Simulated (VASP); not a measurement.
Input of a VASP 6.6.1 run:

INCAR

```
ALGO     = Normal         # electronic algorithm
EDIFF    = 1E-6           # SCF threshold, eV
ENCUT    = 520            # plane-wave cutoff, eV
GGA      = PE             # functional
ISIF     = 2              # what is computed and relaxed
ISMEAR   = -1             # smearing method
LASPH    = True           # aspherical terms in the spheres
LCHARG   = False          # write CHGCAR
LREAL    = False          # projectors in reciprocal space
LWAVE    = False          # write WAVECAR
NBANDS   = 16             # bands
NELM     = 60             # most SCF steps
PREC     = Accurate       # precision mode
SIGMA    = 0.05           # smearing width, eV
```

KPOINTS

```
k-points
0
Gamma
  9 9 7
```

POSCAR

```
AlN
1.0
    3.3121157418      0.0000000000      0.0000000000
   -1.6560578709      2.8683763727      0.0000000000
    0.0000000000      0.0000000000      4.1875630000
Al N
2 2
Direct
    0.6666666667      0.3333333333      0.2500000000
    0.3333333333      0.6666666667      0.7500000000
    0.6666666667      0.3333333333      0.7500000000
    0.3333333333      0.6666666667      0.2500000000
```

Potentials or basis: VASP PAW PBE potentials, release 64 (Al, N).

Command:

```console
$ cat potpaw_PBE.64/Al/POTCAR potpaw_PBE.64/N/POTCAR > POTCAR
$ mpirun -np 1 vasp_std > vasp.out
```

(1) Predict the band gap on the k mesh.

(2) Predict the pressure.

Results:

(1) 3.27 eV.

(2) 0.0 GPa.

Caveat: an odd mesh through Γ misses points on the zone boundary, where band edges can lie.
